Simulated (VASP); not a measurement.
## Sb: electric field gradients with PBE

The system is Sb.

```
CELL_PARAMETERS angstrom
2.13617 1.23332 3.71887
-2.13617 1.23332 3.71887
0.00000 -2.46663 3.71887
ATOMIC_POSITIONS crystal
Sb 0.23364 0.23364 0.23364
Sb 0.76636 0.76636 0.76636
```

This cell differs from its parent crystal: volume scaled by 0.98.

```json
{
 "Program": "VASP 6.6.1",
 "Task": "electric field gradients",
 "Functional": "PBE",
 "Potentials or basis": "VASP PAW PBE potentials, release 64 (Sb)",
 "Cutoff": "520 eV",
 "k mesh": "9 × 9 × 9",
 "Occupations": "fermi-dirac, width 0.05 eV",
 "Spin": "no spin polarisation",
 "Dipole correction": "no",
 "Further INCAR settings": "ALGO = Normal; EDIFF = 1e-08; NBANDS = 12"
}
```

The pressure is 4.6 GPa and the largest force is 0.359 eV/Å.

Forces in eV/Å, atoms in the order of the input:
```
Sb   0.000  0.000  0.359
Sb   0.000  0.000 -0.359
```

Stress tensor (GPa, compression positive):
```
4.84 0.00 0.00
0.00 4.84 0.00
0.00 0.00 4.05
```

Levels at points of the mesh, in eV from the Fermi level:
| k point | band 3 | band 4 | band 5 | band 6 | band 7 | band 8 |
| --- | --- | --- | --- | --- | --- | --- |
| (0.00, 0.00, 0.00) | -2.14 | -1.88 | -1.88 | 2.06 | 2.72 | 2.72 |

Electric field gradients, principal values (V/Å²):
```
atom   least  middle  greatest (by size)
1 Sb  23.043  23.043             -46.087
2 Sb  23.043  23.043             -46.087
```

Wall time 60 s on 1 thread of Intel Xeon 6975P-C, with other jobs on the host, peak memory 0.23 GiB.

Caveat: without QUAD_EFG the Cq values of the log hold for a quadrupole moment of 1 mb, not for the nuclei; spin-orbit coupling is left out, which moves the levels of the heavy elements.
